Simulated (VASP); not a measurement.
# TiAl2 (Cmmm) in VASP: notebook

TiAl2 is run at these levels: r2SCAN; tasks: single point.

Everything below comes from runs of VASP 6.6.1. Logs are shortened: lines on timing, memory, paths and dates and some standing lists are left out, and cuts for length are marked.

## 1. The cell of the first run

The structure is orthorhombic, space group Cmmm (No. 65). The conventional cell has a = 3.959 Å, b = 12.094 Å, c = 4.032 Å, α = 90.00°, β = 90.00°, γ = 90.00°. Within 3.7 Å of Ti (site symmetry m2m) lie 10 Al at 2.68 to 2.92 Å and 3 Ti at 3.14 to 3.60 Å. Al (site symmetry mmm) has 4 Ti at 2.68 Å and 8 Al at 2.83 to 2.93 Å within 3.5 Å. Within 3.5 Å of Al (site symmetry m2m) lie 6 Al at 2.67 to 2.93 Å and 6 Ti at 2.84 to 2.92 Å. Al (site symmetry mmm) has 4 Ti at 2.70 Å and 8 Al at 2.83 to 2.91 Å within 3.6 Å.

## 2. Single point, r2SCAN

POSCAR

```
TiAl2
1.0
    1.9795500000     -6.0472000000      0.0000000000
    1.9795500000      6.0472000000      0.0000000000
    0.0000000000      0.0000000000      4.0315000000
Ti Al
2 4
Direct
    0.6490000000      0.3510000000      0.0000000000
    0.3510000000      0.6490000000      0.0000000000
    0.0000000000      0.0000000000      0.0000000000
    0.8240000000      0.1760000000      0.5000000000
    0.1760000000      0.8240000000      0.5000000000
    0.5000000000      0.5000000000      0.5000000000
```

INCAR.step1

```
PREC = Accurate ; ENCUT = 520
ISMEAR = 0 ; SIGMA = 0.4
LREAL = False ; LASPH = True
NELM = 80 ; NBANDS = 27
GGA = PE ; ALGO = Normal
EDIFF = 1E-4 ; LWAVE = True
LCHARG = False
```

INCAR.step2

```
PREC = Accurate ; ENCUT = 520
EDIFF = 1E-6 ; ISMEAR = 0
SIGMA = 0.4 ; LREAL = False
LASPH = True ; NELM = 80
ALGO = Normal ; ISIF = 2
LWAVE = False ; LCHARG = True
METAGGA = R2SCAN ; LMIXTAU = True
LELF = True ; LVHAR = True
NBANDS = 27 ; ISTART = 1
```

KPOINTS

```
Automatic mesh
0
Gamma
  5 5 5
```

Potentials or basis: VASP PAW PBE potentials, release 64 (Ti_sv, Al).

Command:

```bash
> cat potpaw_PBE.64/Ti_sv/POTCAR potpaw_PBE.64/Al/POTCAR > POTCAR
> cp INCAR.step1 INCAR
> mpirun -np 1 vasp_std > vasp.out
> cp INCAR.step2 INCAR
> mpirun -np 1 vasp_std > vasp.out
```

OUTCAR:

```text
PREC = Accurate
   ENCUT = 520
   EDIFF = 1E-6
   ISMEAR = 0
   LREAL = False
   LASPH = True
   NELM = 80
   ISIF = 2
   METAGGA = R2SCAN
   ISTART = 1

 ion  position               nearest neighbor table
   1  0.649  0.351  0.000-   3 2.68   3 2.68   6 2.70   6 2.70   5 2.84   5 2.84   5 2.84   5 2.84
                             4 2.92   4 2.92
   2  0.351  0.649  0.000-   3 2.68   3 2.68   6 2.70   6 2.70   4 2.84   4 2.84   4 2.84   4 2.84
                             5 2.92   5 2.92
   3  0.000  0.000  0.000-   1 2.68   2 2.68   1 2.68   2 2.68   6 2.83   6 2.83   6 2.83   6 2.83
                             4 2.93   4 2.93   5 2.93   5 2.93
   4  0.824  0.176  0.500-   5 2.67   5 2.67   2 2.84   2 2.84   2 2.84   2 2.84   6 2.91   6 2.91
                             1 2.92   1 2.92   3 2.93   3 2.93
   5  0.176  0.824  0.500-   4 2.67   4 2.67   1 2.84   1 2.84   1 2.84   1 2.84   6 2.91   6 2.91
                             2 2.92   2 2.92   3 2.93   3 2.93
   6  0.500  0.500  0.500-   1 2.70   2 2.70   1 2.70   2 2.70   3 2.83   3 2.83   3 2.83   3 2.83
                             5 2.91   4 2.91   5 2.91   4 2.91

  LATTYP: Found a base centered orthorhombic cell.
 ALAT       =     3.9591000000
 B/A-ratio  =     3.0548356950
 C/A-ratio  =     1.0182869844

  Lattice vectors:

 A1 = (   1.9795500000,  -6.0472000000,   0.0000000000)
 A2 = (   1.9795500000,   6.0472000000,   0.0000000000)
 A3 = (   0.0000000000,   0.0000000000,   4.0315000000)

Analysis of symmetry for initial positions (statically):
=====================================================================
 Subroutine PRICEL returns:
 Original cell was already a primitive cell.

 Routine SETGRP: Setting up the symmetry group for a
 base centered orthorhombic supercell.

 Subroutine GETGRP returns: Found  8 space group operations
 (whereof  8 operations were pure point group operations)
 out of a pool of  8 trial point group operations.

The static configuration has the point symmetry D_2h.

Analysis of symmetry for dynamics (positions and initial velocities):
=====================================================================
 Subroutine PRICEL returns:
 Original cell was already a primitive cell.

 Routine SETGRP: Setting up the symmetry group for a
 base centered orthorhombic supercell.

 Subroutine GETGRP returns: Found  8 space group operations
 (whereof  8 operations were pure point group operations)
 out of a pool of  8 trial point group operations.

The dynamic configuration has the point symmetry D_2h.

 Subroutine INISYM returns: Found  8 space group operations
 (whereof  8 operations are pure point group operations),
 and found     1 'primitive' translations

----------------------------------------------------------------------------------------

                                     Primitive cell

  volume of cell :      96.5200

  direct lattice vectors                    reciprocal lattice vectors
     1.979550000 -6.047200000  0.000000000     0.252582658 -0.082682895  0.000000000
     1.979550000  6.047200000  0.000000000     0.252582658  0.082682895  0.000000000
     0.000000000  0.000000000  4.031500000     0.000000000  0.000000000  0.248046633

  length of vectors
     6.362958906  6.362958906  4.031500000     0.265771443  0.265771443  0.248046633

  position of ions in fractional coordinates (direct lattice)
     0.649000000  0.351000000  0.000000000
     0.351000000  0.649000000  0.000000000
     0.000000000  0.000000000  0.000000000
     0.824000000  0.176000000  0.500000000
     0.176000000  0.824000000  0.500000000
     0.500000000  0.500000000  0.500000000

  ion indices of the primitive-cell ions
   primitive index   ion index
                 1           1
                 2           2
                 3           3
                 4           4
                 5           5
                 6           6

----------------------------------------------------------------------------------------

 KPOINTS: Automatic mesh

Automatic generation of k-mesh.
 Grid dimensions read from file:
 generate k-points for:    5    5    5

 Generating k-lattice:

  Cartesian coordinates                     Fractional coordinates (reciprocal lattice)
     0.050516532 -0.016536579  0.000000000     0.200000000  0.000000000  0.000000000
     0.050516532  0.016536579  0.000000000     0.000000000  0.200000000  0.000000000
     0.000000000  0.000000000  0.049609327     0.000000000  0.000000000  0.200000000

  Length of vectors
     0.053154289  0.053154289  0.049609327

  Shift w.r.t. Gamma in fractional coordinates (k-lattice)
     0.000000000  0.000000000  0.000000000

 Subroutine IBZKPT returns following result:
 ===========================================

 Found     27 irreducible k-points:

 Following reciprocal coordinates:
            Coordinates               Weight
  0.000000  0.000000  0.000000      1.000000
  0.200000  0.000000  0.000000      4.000000
  0.400000  0.000000  0.000000      4.000000
  0.200000  0.200000  0.000000      2.000000
  0.400000  0.200000  0.000000      4.000000
 -0.400000  0.200000  0.000000      4.000000
[... 16 lines left out ...]
  0.400000  0.200000  0.400000      8.000000
 -0.400000  0.200000  0.400000      8.000000
 [... further k-points ...]
   k-points           NKPTS =     27   k-points in BZ     NKDIM =     27   number of bands    NBANDS=     27
   number of dos      NEDOS =    301   number of ions     NIONS =      6
   total plane-waves  NPLWV =  69120
   dimension x,y,z NGX =    48 NGY =   48 NGZ =   30
   dimension x,y,z NGXF=    96 NGYF=   96 NGZF=   60
   ions per type =               2   4
   NGX,Y,Z   is equivalent  to a cutoff of  12.54, 12.54, 12.37 a.u.
   NGXF,Y,Z  is equivalent  to a cutoff of  25.08, 25.08, 24.74 a.u.
 SYSTEM =  unknown system
   PREC   = accura    normal or accurate (medium, high low for compatibility)
   ISTART =      1    job   : 0-new  1-cont  2-samecut
   ICHARG =      0    charge: 1-file 2-atom 10-const
   ISPIN  =      1    spin polarized calculation?
   LNONCOLLINEAR =      F non collinear calculations
   LSORBIT =      F    spin-orbit coupling
   LASPH  =      T    aspherical Exc in radial PAW
   ENCUT  =  520.0 eV  38.22 Ry    6.18 a.u.  11.83 11.83  7.50*2*pi/ulx,y,z
   NELM   =     80;   NELMIN=  2; NELMDL=  0     # of ELM steps
   EDIFF  = 0.1E-05   stopping-criterion for ELM
   LREAL  =      F    real-space projection
[... 7 lines left out ...]
   TEBEG  =    0.0;   TEEND  =   0.0 temperature during run
   PSTRESS=    0.0 pullay stress
   NELECT =      36.0000    total number of electrons
   NUPDOWN=      -1.0000    fix difference up-down
   EMIN   =  10.00;   EMAX   =-10.00  energy-range for DOS
   EFERMI =   0.00;   METHOD = LEGACY
   ISMEAR =     0;   SIGMA  =   0.40  broadening in eV -4-tet -1-fermi 0-gaus
   EFERMI_NEDOS =   21; number of points for ismear=-14 and -15
   IALGO  =     38    algorithm
   IMIX   =      4    mixing-type and parameters
     AMIX     =   0.40;   BMIX     =  1.00
     AMIX_MAG =   1.60;   BMIX_MAG =  1.00
  volume/ion in A,a.u.               =      16.09       108.56
  Fermi-wavevector in a.u.,A,eV,Ry     =   1.178428  2.226907 18.894320  1.388693
  Thomas-Fermi vector in A             =   2.314757
   LORBIT       =      0    0 simple, 1 ext, 2 COOP (PROOUT), +10 PAW based schemes
   METAGGA = R2SCAN    functional components
   LHFCALC =     F    Hartree Fock is set to
   AEXX    =    0.0000 exact exchange contribution
   IVDW    =     0    specifies the selected vdW correction
   LEPSILON=     F    determine dielectric tensor
   LRPA    =     F    only Hartree local field effects (RPA)
 non-spin polarized calculation
 Gauss-broadening in eV      SIGMA  =   0.40
  energy-cutoff  :      520.00
  volume of cell :       96.52
 maximum number of plane-waves:      2633
   NGX = 23   NGY = 23   NGZ = 15

 number of electron      36.0000003 magnetization

 Free energy of the ion-electron system (eV)
  ---------------------------------------------------
  ext. energy  EPLUGINS =         0.00000000
  ---------------------------------------------------
  free energy    TOTEN  =       -55.66867351 eV

  energy without entropy =      -55.43932646  energy(sigma->0) =      -55.55399999

 E-fermi :   8.3778     XC(G=0): -11.5670

 val. band max:        8.3596310944   @ k =  -0.4000   0.2000   0.0000
 cond. band min:       8.4024542418   @ k =  -0.4000   0.4000   0.4000
 fundamental gap:      0.0428231473
 Fermi energy:         8.3778373989

 k-point     1 :       0.0000    0.0000    0.0000
  band No.  band energies     occupation
      1     -50.7322      2.00000
      2     -50.7138      2.00000
      3     -26.0419      2.00000
      4     -26.0191      2.00000
      5     -25.9865      2.00000
      6     -25.9785      2.00000
[... 19 lines left out ...]
     26      12.2188      0.00000
     27      12.4132      0.00000

 k-point     2 :       0.2000    0.0000    0.0000
  band No.  band energies     occupation
      1     -50.7302      2.00000
      2     -50.7153      2.00000
      3     -26.0392      2.00000
      4     -26.0207      2.00000
      5     -25.9893      2.00000
      6     -25.9858      2.00000
[... 19 lines left out ...]
     26      12.6537      0.00000
     27      13.4081      0.00000

 k-point     3 :       0.4000    0.0000    0.0000
  band No.  band energies     occupation
      1     -50.7252      2.00000
      2     -50.7193      2.00000
      3     -26.0328      2.00000
      4     -26.0254      2.00000
      5     -26.0004      2.00000
      6     -25.9954      2.00000
[... 19 lines left out ...]
     26      11.8841      0.00000
     27      12.3588      0.00000

 k-point     4 :       0.2000    0.2000    0.0000
  band No.  band energies     occupation
      1     -50.7257      2.00000
      2     -50.7189      2.00000
      3     -26.0335      2.00000
      4     -26.0247      2.00000
      5     -26.0013      2.00000
      6     -25.9955      2.00000
[... 19 lines left out ...]
     26      12.0293      0.00000
     27      12.2474      0.00000
[... 516 lines left out ...]
      4     -26.0384      2.00000
      5     -25.9990      2.00000
      6     -25.9935      2.00000
[... 19 lines left out ...]
     26      11.8530      0.00000
     27      12.0699      0.00000

 k-point    23 :       0.4000    0.2000    0.4000
  band No.  band energies     occupation
      1     -50.7237      2.00000
      2     -50.7197      2.00000
      3     -26.0459      2.00000
      4     -26.0414      2.00000
      5     -26.0014      2.00000
      6     -25.9879      2.00000
[... 19 lines left out ...]
     26      11.9918      0.00000
     27      12.1178      0.00000

 k-point    24 :      -0.4000    0.2000    0.4000
  band No.  band energies     occupation
      1     -50.7286      2.00000
      2     -50.7156      2.00000
      3     -26.0536      2.00000
      4     -26.0363      2.00000
      5     -25.9883      2.00000
      6     -25.9749      2.00000
[... 19 lines left out ...]
     26      11.7870      0.00000
     27      12.3744      0.00000

 [... further k-points ...]
[... 5 lines left out ...]
  --------------------------------------------------------------------------------------
  -------------------------------------------------------------------------------------
  Total       -0.9612889      0.0023008     -2.0020974      0.0000000      0.0000000      0.0000000
  in kB      -15.9568462      0.0381922    -33.2336708      0.0000000      0.0000000      0.0000000
  external PRESSURE =     -16.3841082 kB  Pullay stress =       0.0000000 kB

 VOLUME and BASIS-vectors are now :
 -----------------------------------------------------------------------------
  energy-cutoff  :      520.00
  volume of cell :       96.52
      direct lattice vectors                 reciprocal lattice vectors
     1.979550000 -6.047200000  0.000000000     0.252582658 -0.082682895  0.000000000
     1.979550000  6.047200000  0.000000000     0.252582658  0.082682895  0.000000000
     0.000000000  0.000000000  4.031500000     0.000000000  0.000000000  0.248046633

 POSITION                                       TOTAL-FORCE (eV/Angst)
 -----------------------------------------------------------------------------------
      1.97955     -1.80207      0.00000         0.000000     -0.963863      0.000000
      1.97955      1.80207      0.00000         0.000000      0.963863      0.000000
      0.00000      0.00000      0.00000         0.000000     -0.000000      0.000000
      1.97955     -3.91859      2.01575         0.000000     -0.219529      0.000000
      1.97955      3.91859      2.01575         0.000000      0.219529     -0.000000
      1.97955      0.00000      2.01575         0.000000     -0.000000      0.000000
 -----------------------------------------------------------------------------------
    total drift:                                0.000000     -0.000000      0.000000

  FREE ENERGIE OF THE ION-ELECTRON SYSTEM (eV)
  ---------------------------------------------------
  free  energy   TOTEN  =       -55.6686735101 eV

  energy  without entropy=      -55.4393264604  energy(sigma->0) =      -55.55399999
```

It took 17 min on 1 thread of AMD EPYC 7R13, shared host; peak memory 0.28 GiB.

Results:

```yaml
Free_energy: -55.6687 eV
Pressure: -1.6 GPa
Largest_force: 0.964 eV/Å
Band_gap_on_the_k_mesh: zero (bands 18 and 19 overlap by 0.69 eV)
```

Forces in eV/Å, atoms in the order of the input:
```
Ti   0.000 -0.964  0.000
Ti   0.000  0.964  0.000
Al   0.000  0.000  0.000
Al   0.000 -0.220  0.000
Al   0.000  0.220  0.000
Al   0.000  0.000  0.000
```

Caveat: so wide a smearing shifts energies and pressures; the PAW data sets were made with another functional, which shifts forces and pressure a little.

(Continued in part 2 of 2.)

The gap in the log of VASP goes by the Fermi energy; the results here count the filled bands.